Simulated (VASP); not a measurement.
## Ag: single point with PBEsol

Crystal: Ag.

```
Ag
1.0
     0.00000    2.02604    2.02604
     2.02604    0.00000    2.02604
     2.02604    2.02604    0.00000
Ag
1
Direct
  0.00000 0.00000 0.00000
```

```yaml
Program: VASP 6.6.1
Task: single point
Functional: PBEsol
Potentials_or_basis: VASP PAW PBE potentials, release 64 (Ag)
Cutoff: 520 eV
k_mesh: 9 × 9 × 9
Occupations: methfessel-paxton, width 0.1 eV
Spin: no spin polarisation
Dipole_correction: no
Further_INCAR_settings: ALGO = Normal; EDIFF = 1e-07; NBANDS = 12
```

```yaml
Pressure: -0.2 GPa
Band_gap_on_the_k_mesh: zero (an odd number of electrons rules out a gap without spin polarisation)
```

Levels at points of the mesh, in eV from the Fermi level:
| k point | band 4 | band 5 | band 6 | band 7 | band 8 | band 9 |
| --- | --- | --- | --- | --- | --- | --- |
| (0.00, 0.00, 0.00) | -5.19 | -4.10 | -4.10 | 15.71 | 19.43 | 19.43 |

Wall time 3.2 s on 1 thread of Intel(R) Xeon(R) 6975P-C (Granite Rapids) (shared host), peak memory 0.14 GiB.

Caveat: the PAW data sets were made with another functional, which shifts forces and pressure a little.
